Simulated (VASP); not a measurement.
Crystal: CoSi2.

```xyz
3
Lattice="0.0000 2.6564 2.6564 2.6564 0.0000 2.6564 2.6564 2.6564 0.0000" Properties=species:S:1:pos:R:3 pbc="T T T"
Co    0.0000    0.0000    0.0000
Si    3.9846    3.9846    3.9846
Si    1.3282    1.3282    1.3282
```

| Quantity | Value |
| --- | --- |
| Program | VASP 6.6.1 |
| Task | relaxation of cell and atoms |
| Functional | PBE |
| Potentials or basis | VASP PAW PBE potentials, release 64 (Co, Si) |
| Cutoff | 600 eV |
| k mesh | 13 × 13 × 13 |
| Occupations | methfessel-paxton, width 0.1 eV |
| Spin | no spin polarisation |

At the start: pressure 4.8 GPa; volume 12.50 Å³/atom.

Where does the relaxation end?

Over 7 steps the energy falls by 4.7 meV/atom and the volume is 12.82 Å³/atom (+2.6 %); space group Fm-3m (No. 225, to 0.1 Å) before and after.

Step by step:
```csv
step,energy change (eV),largest force (eV/Å),pressure (GPa),volume (Å³)
1,0.0000,0.0000,4.85,37.49
2,0.0032,0.0000,-4.80,39.58
3,-0.0141,0.0000,0.21,38.46
4,-0.0141,0.0000,-0.17,38.50
5,-0.0141,0.0000,-0.15,38.48
6,-0.0141,0.0000,0.16,38.42
7,-0.0141,0.0000,0.05,38.45
```

Final structure:
```
Co Si
1.0
     0.00000    2.67898    2.67898
     2.67898    0.00000    2.67898
     2.67898    2.67898    0.00000
Co Si
1 2
Direct
  0.00000 0.00000 0.00000
  0.75000 0.75000 0.75000
  0.25000 0.25000 0.25000
```

Caveat: the run has no spin polarisation, though such a crystal can be magnetic.
